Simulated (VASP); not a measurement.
# Nd2Y2Cl: single point with PBE

The system is Nd2Y2Cl.

```xyz
5
Lattice="3.7376 0.0000 0.0000 -1.8688 3.2369 0.0000 0.0000 0.0000 12.8401" Properties=species:S:1:pos:R:3 pbc="T T T"
Nd    0.0000    2.1579    4.2050
Nd    1.8688    1.0790    8.6351
Y     0.0000    2.1579   11.4313
Y     1.8688    1.0790    1.4088
Cl    0.0000    0.0000    6.4200
```

The cell was built from a structure type or drawn by symmetry, and may not be a known phase.

```json
{"Program": "VASP 6.6.1", "Task": "single point", "Functional": "PBE", "Potentials or basis": "VASP PAW PBE potentials, release 64 (Nd_3, Y_sv, Cl), 4f in core", "Cutoff": "500 eV", "k mesh": "5 × 5 × 2", "Occupations": "gaussian, width 0.2 eV", "Spin": "no spin polarisation", "Dipole correction": "no", "Mended": "yes", "Further INCAR settings": "ALGO = Normal; EDIFF = 1e-06; NBANDS = 34"}
```

The pressure is 0.3 GPa. The largest force is 0.079 eV/Å and the band gap on the k mesh is zero (an odd number of electrons rules out a gap without spin polarisation).

Forces in eV/Å, atoms in the order of the input:
```
Nd   0.000  0.000  0.051
Nd   0.000  0.000 -0.051
Y    0.000  0.000  0.079
Y    0.000  0.000 -0.079
Cl   0.000  0.000  0.000
```

Stress tensor (GPa, compression positive):
```
0.18 0.00 0.00
0.00 0.18 0.00
0.00 0.00 0.45
```

Levels at points of the mesh, in eV from the Fermi level:
```
           k point  band 22  band 23  band 24  band 25  band 26  band 27  band 28  band 29  band 30  band 31
(0.00, 0.00, 0.00)    -2.56    -2.13    -1.38     0.49     1.09     1.09     1.28     1.51     1.51     1.66
(0.00, 0.00, 0.50)    -2.94    -1.85    -1.38     0.78     0.89     1.17     1.17     1.40     1.40     1.49
```

Run time: 36 s on 1 thread of Intel(R) Xeon(R) 6975P-C (Granite Rapids), with other jobs on the host, peak memory 0.28 GiB.

Caveat: the k points lie up to 0.39 Å⁻¹ apart, too coarse for converged energies and pressures of a metal; spin-orbit coupling is left out, which moves the levels of the heavy elements; the 4f electrons are frozen in the core, so they carry no moment and show no levels; an odd number of electrons without spin polarisation forces a metal; a magnetic or distorted state may lie lower; the run has no spin polarisation, though such a crystal can be magnetic. Spin polarisation is off, so any magnetic state and its effect on volume and gap are missing.
